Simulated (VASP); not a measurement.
**AgCl: single point with PBE**

Crystal: AgCl.

```
Ag Cl
1.0
     0.03120    2.77315    2.77315
     2.80435    0.00000    2.80435
     2.77315    2.77315    0.03120
Ag Cl
1 1
Direct
  0.50000 0.50000 0.50000
  0.00000 0.00000 0.00000
```

This cell differs from its parent crystal: strain +0.0225 x Voigt [0, 0, 0, 0, 1, 0].

| Item | Value |
| --- | --- |
| Program | VASP 6.6.1 |
| Task | single point |
| Functional | PBE |
| Potentials or basis | VASP PAW PBE potentials, release 64 (Ag, Cl) |
| Cutoff | 520 eV |
| k mesh | 8 × 8 × 8 |
| Occupations | gaussian, width 0.05 eV |
| Spin | no spin polarisation |

The pressure is 1.5 GPa. The band gap on the k mesh is 0.89 eV, indirect (least direct gap 3.16 eV).

Stress tensor (GPa, compression positive):
```
 1.47  0.00 -0.12
 0.00  1.46  0.00
-0.12  0.00  1.47
```

Levels at points of the mesh, in eV from the valence-band top:
```tsv
k point	band 6	band 7	band 8	band 9	band 10	band 11	band 12	band 13
(0.00, 0.00, 0.00)	-2.41	-2.39	-2.34	-2.29	0.89	10.70	10.83	10.97
(0.50, 0.00, 0.00)	-2.08	-1.76	-0.02	0.00	4.19	6.56	7.52	7.65
(0.00, 0.50, 0.00)	-2.09	-1.79	-0.04	-0.02	4.26	6.46	7.67	7.80
(0.50, 0.50, 0.00)	-2.23	-1.97	-1.97	-1.89	2.37	8.01	8.60	11.49
(0.50, 0.00, 0.50)	-2.23	-1.97	-1.97	-1.89	2.36	8.01	8.61	11.39
```

Wall time 62 s on 1 thread of Intel(R) Xeon(R) Platinum 8259CL CPU @ 2.50GHz (Skylake/Cascade Lake), on a shared host, peak memory 0.21 GiB.

Caveat: the cell differs from its parent crystal (strain +0.0225 x Voigt [0, 0, 0, 0, 1, 0]). A k mesh can miss the band edges.
